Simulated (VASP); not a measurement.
CdS (Hawleyite): single point with PBEsol

CdS (Hawleyite):

```
Cd S
1.0
     0.00000    2.91650    2.91650
     2.91650    0.00000    2.91650
     2.91650    2.91650    0.00000
Cd S
1 1
Cartesian
  0.3062 -0.3062 -0.3062
  1.1520 1.7645 1.7645
```

This cell differs from its parent crystal: shortest bond scaled by 0.58.

| Item | Value |
| --- | --- |
| Program | VASP 6.6.1 |
| Task | single point |
| Functional | PBEsol |
| Potentials or basis | VASP PAW PBE potentials, release 64 (Cd, S) |
| Cutoff | 520 eV |
| k mesh | 7 × 7 × 7 |
| Occupations | fermi-dirac, width 0.03 eV |
| Spin | no spin polarisation |

| Quantity | Value |
| --- | --- |
| Pressure | 111.7 GPa |
| Largest force | 73.254 eV/Å |
| Band gap on the k mesh | 1.38 eV, indirect (least direct gap 1.43 eV) |

Forces in eV/Å, atoms in the order of the input:
```
Cd  -42.293  42.293  42.293
S    42.293 -42.293 -42.293
```

Stress tensor (GPa, compression positive):
```
 111.68 -114.38 -114.38
-114.38  111.68  114.38
-114.38  114.38  111.68
```

Levels at points of the mesh, in eV from the valence-band top:
```tsv
k point	band 6	band 7	band 8	band 9	band 10	band 11	band 12	band 13
(0.00, 0.00, 0.00)	-9.98	-0.49	-0.05	-0.05	1.38	6.33	6.33	8.37
```

Wall time 26 s on 1 thread of Intel(R) Xeon(R) Platinum 8488C (Sapphire Rapids), on a shared host, peak memory 0.18 GiB.

Caveat: the cell differs from its parent crystal (shortest bond scaled by 0.58); the PAW data sets were made with another functional, which shifts forces and pressure a little. A k mesh can miss the band edges.
